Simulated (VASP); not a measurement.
A run of VASP 6.6.1 is set up as follows.

The input INCAR:

```
ALGO = Normal
EDIFF = 1E-6
ENCUT = 520
GGA = CA
ISIF = 2
ISMEAR = -1
LASPH = True
LCHARG = True
LELF = True
LREAL = False
LVHAR = True
LWAVE = False
NBANDS = 9
NELM = 60
PREC = Accurate
SIGMA = 0.08
```

Contents of KPOINTS:

```
k-points
0
Gamma
  24 24 14
```

POSCAR

```
Be
1.0
    2.1900718094      0.0000000000      0.0000000000
   -1.0950359047      1.8966578231      0.0000000000
    0.0000000000      0.0000000000      3.4606539557
Be
2
Direct
    0.3333333333      0.6666666667      0.2500000000
    0.6666666667      0.3333333333      0.7500000000
```

Potentials or basis: VASP PAW LDA potentials, release 64 (Be).

Command:

```sh
$ cat potpaw_LDA.64/Be/POTCAR > POTCAR
$ mpirun -np 1 vasp_std > vasp.out
```

Q: Estimate the pressure.

A: 7.5 GPa.

Q: Estimate the band gap on the k mesh.

A: Zero (bands 2 and 3 overlap by 2.13 eV).

Caveat: the cell stands under pressure.
